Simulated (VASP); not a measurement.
A run of VASP 6.6.1 is set up as follows.

Contents of INCAR:

```
SYSTEM = GaN
ALGO = Normal ; EDIFF = 1E-6
ENCUT = 520 ; GGA = PE
ISIF = 2 ; ISMEAR = 0
LASPH = .TRUE. ; LCHARG = .FALSE.
LREAL = Auto ; LWAVE = .FALSE.
NBANDS = 366 ; NELM = 80
PREC = Accurate ; SIGMA = 0.01
```

File KPOINTS:

```
k-points
0
G
  1 1 1
  0 0 0
```

The input POSCAR:

```
GaN
1.0
    4.8275562240     -8.3615726561      0.0000000000
    4.8275562238      8.3615726562      0.0000000000
    0.0000000000      0.0000000000     10.4863368189
Ga N
36 36
Direct
    0.7777777778      0.2222222222      0.2495674315
    0.7777777778      0.2222222222      0.7495674315
    0.4444444444      0.2222222222      0.2495674315
    0.4444444444      0.2222222222      0.7495674315
    0.1111111111      0.2222222222      0.2495674315
    0.1111111111      0.2222222222      0.7495674315
    0.7777777778      0.5555555556      0.2495674315
    0.7777777778      0.5555555556      0.7495674315
    0.4444444444      0.5555555556      0.2495674315
    0.4444444444      0.5555555556      0.7495674315
    0.1111111111      0.5555555556      0.2495674315
    0.1111111111      0.5555555556      0.7495674315
    0.7777777778      0.8888888889      0.2495674315
    0.7777777778      0.8888888889      0.7495674315
    0.4444444444      0.8888888889      0.2495674315
    0.4444444444      0.8888888889      0.7495674315
    0.1111111111      0.8888888889      0.2495674315
    0.1111111111      0.8888888889      0.7495674315
    0.5555555556      0.1111111111      0.4995674315
    0.5555555556      0.1111111111      0.9995674315
    0.2222222222      0.1111111111      0.4995674315
    0.2222222222      0.1111111111      0.9995674315
    0.8888888889      0.1111111111      0.4995674315
    0.8888888889      0.1111111111      0.9995674315
    0.5555555556      0.4444444444      0.4995674315
    0.5555555556      0.4444444444      0.9995674315
    0.2222222222      0.4444444444      0.4995674315
    0.2222222222      0.4444444444      0.9995674315
    0.8888888889      0.4444444444      0.4995674315
    0.8888888889      0.4444444444      0.9995674315
    0.5555555556      0.7777777778      0.4995674315
    0.5555555556      0.7777777778      0.9995674315
    0.2222222222      0.7777777778      0.4995674315
    0.2222222222      0.7777777778      0.9995674315
    0.8888888889      0.7777777778      0.4995674315
    0.8888888889      0.7777777778      0.9995674315
    0.7777777778      0.2222222222      0.4379325685
    0.7777777778      0.2222222222      0.9379325685
    0.4444444444      0.2222222222      0.4379325685
    0.4444444444      0.2222222222      0.9379325685
    0.1111111111      0.2222222222      0.4379325685
    0.1111111111      0.2222222222      0.9379325685
    0.7777777778      0.5555555556      0.4379325685
    0.7777777778      0.5555555556      0.9379325685
    0.4444444444      0.5555555556      0.4379325685
    0.4444444444      0.5555555556      0.9379325685
    0.1111111111      0.5555555556      0.4379325685
    0.1111111111      0.5555555556      0.9379325685
    0.7777777778      0.8888888889      0.4379325685
    0.7777777778      0.8888888889      0.9379325685
    0.4444444444      0.8888888889      0.4379325685
    0.4444444444      0.8888888889      0.9379325685
    0.1111111111      0.8888888889      0.4379325685
    0.1111111111      0.8888888889      0.9379325685
    0.5555555556      0.1111111111      0.1879325685
    0.5555555556      0.1111111111      0.6879325685
    0.2222222222      0.1111111111      0.1879325685
    0.2222222222      0.1111111111      0.6879325685
    0.8888888889      0.1111111111      0.1879325685
    0.8888888889      0.1111111111      0.6879325685
    0.5555555556      0.4444444444      0.1879325685
    0.5555555556      0.4444444444      0.6879325685
    0.2222222222      0.4444444444      0.1879325685
    0.2222222222      0.4444444444      0.6879325685
    0.8888888889      0.4444444444      0.1879325685
    0.8888888889      0.4444444444      0.6879325685
    0.5555555556      0.7777777778      0.1879325685
    0.5555555556      0.7777777778      0.6879325685
    0.2222222222      0.7777777778      0.1879325685
    0.2222222222      0.7777777778      0.6879325685
    0.8888888889      0.7777777778      0.1879325685
    0.8888888889      0.7777777778      0.6879325685
```

Potentials or basis: VASP PAW PBE potentials, release 64 (Ga_d, N).

Launch:

```sh
$ cat potpaw_PBE.64/Ga_d/POTCAR potpaw_PBE.64/N/POTCAR > POTCAR
$ mpirun -np 1 vasp_gam > vasp.out
```

Problem. Predict the largest force.

Solution. 0.019 eV/Å.

Problem. Predict the band gap on the k mesh.

Solution. 1.68 eV.

Problem. Predict the pressure.

Solution. 0.1 GPa.

Stress tensor (GPa, compression positive):
```
 0.81  0.00  0.00
 0.00  0.81  0.00
 0.00  0.00 -1.21
```

Caveat: the k points lie up to 0.75 Å⁻¹ apart; an odd mesh through Γ misses points on the zone boundary, where band edges can lie.
